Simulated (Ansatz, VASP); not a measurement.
Two plane-wave programs on InO

File INCAR:

```
SYSTEM = InO
PREC = Accurate ; ENCUT = 520
EDIFF = 1E-6 ; ISMEAR = 0
SIGMA = 0.03 ; LREAL = .FALSE.
LASPH = .TRUE. ; NELM = 100
ALGO = Normal ; ISIF = 2
LWAVE = .FALSE. ; LCHARG = .FALSE.
GGA = PE ; NBANDS = 27
```

KPOINTS

```
regular mesh
0
G
  12 12 2
  0 0 0
```

POSCAR

```
InO
1.0
    3.4536138013      0.0000000000      0.0000000000
   -1.7268069007      2.9909172868      0.0000000000
    0.0000000000      0.0000000000     15.8771000000
In O
2 2
Direct
    0.6666666667      0.3333333333      0.5900210000
    0.6666666667      0.3333333333      0.4099790000
    0.0000000000      0.0000000000      0.6398670000
    0.0000000000      0.0000000000      0.3601330000
```

Input for Ansatz:

```yaml
crystal:
  lattice:
    - [3.4536138013, 0.0, 0.0]
    - [-1.7268069007, 2.9909172868, 0.0]
    - [0.0, 0.0, 15.8771]
  atoms:
    - { symbol: In, position: [0.6666666667, 0.3333333333, 0.590021] }
    - { symbol: In, position: [0.6666666667, 0.3333333333, 0.409979] }
    - { symbol: O, position: [0.0, 0.0, 0.639867] }
    - { symbol: O, position: [0.0, 0.0, 0.360133] }
basis:
  ecutwfc: 420
kpoints:
  mp_grid: { grid: [12, 12, 2] }
hamiltonian:
  xc: pbe
scf:
  occupations: { method: gaussian, width: 0.03 }
output:
  forces: true
  stress: true
  eigenvalues: true
  write_density: true
  write_potential: true
  elf: true
  volumetric_format: npy
```

Alike in both runs: task single point; functional PBE; k mesh 12 × 12 × 2; occupations gaussian, width 0.03 eV; no spin polarisation.

```csv
,VASP,Ansatz
version,VASP 6.6.1,Ansatz 0.2.0
potentials or method,"VASP PAW PBE potentials, release 64 (In_d, O), cutoff 520 eV","scalar-relativistic, plane waves, PAW"
valence electrons in the cell,38,38
```

```csv
,VASP,Ansatz,Ansatz less VASP
gap on the k mesh at the Fermi level (eV),0.36,0.37,+0.013
least direct gap on the mesh (eV),1.09,1.10,+0.011
rms of the force components (eV/Å),0.006,0.025,+0.0194
```

Atom by atom the forces differ by 0.019 eV/Å (rms over components). Ansatz's warnings: xc potential rough in thin density.
